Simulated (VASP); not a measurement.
A run of VASP 6.6.1:

File INCAR:

```
SYSTEM = ScAl3
PREC = Accurate
ENCUT = 520
EDIFF = 1E-6
ISMEAR = 0
SIGMA = 0.05
LREAL = .False.
LASPH = .True.
NELM = 100
ALGO = Normal
ISIF = 2
LWAVE = .False.
LCHARG = .False.
NBANDS = 18
```

The input KPOINTS:

```
regular mesh
0
Gamma
  8 8 8
  0 0 0
```

File POSCAR:

```
ScAl3
1.0
   -2.0128000000      2.0128000000      4.4232000000
    2.0128000000     -2.0128000000      4.4232000000
    2.0128000000      2.0128000000     -4.4232000000
Sc Al
1 3
Direct
    0.0000000000      0.0000000000      0.0000000000
    0.7500000000      0.2500000000      0.5000000000
    0.2500000000      0.7500000000      0.5000000000
    0.5000000000      0.5000000000      0.0000000000
```

Potentials or basis: VASP PAW LDA potentials, release 64 (Sc_sv, Al).

The run is started by

```bash
$ cat potpaw_LDA.64/Sc_sv/POTCAR potpaw_LDA.64/Al/POTCAR > POTCAR
$ mpirun -np 1 vasp_std > vasp.out
```

Hardware: 1 thread of Intel(R) Xeon(R) 6975P-C (Granite Rapids) (shared host).

**Question.** How long does it take, and how much memory?

**Answer.** Wall time 60 s on 1 thread of Intel(R) Xeon(R) 6975P-C (Granite Rapids), with other jobs on the host, peak memory 0.23 GiB. Counts: scf iterations 13, k points 59.
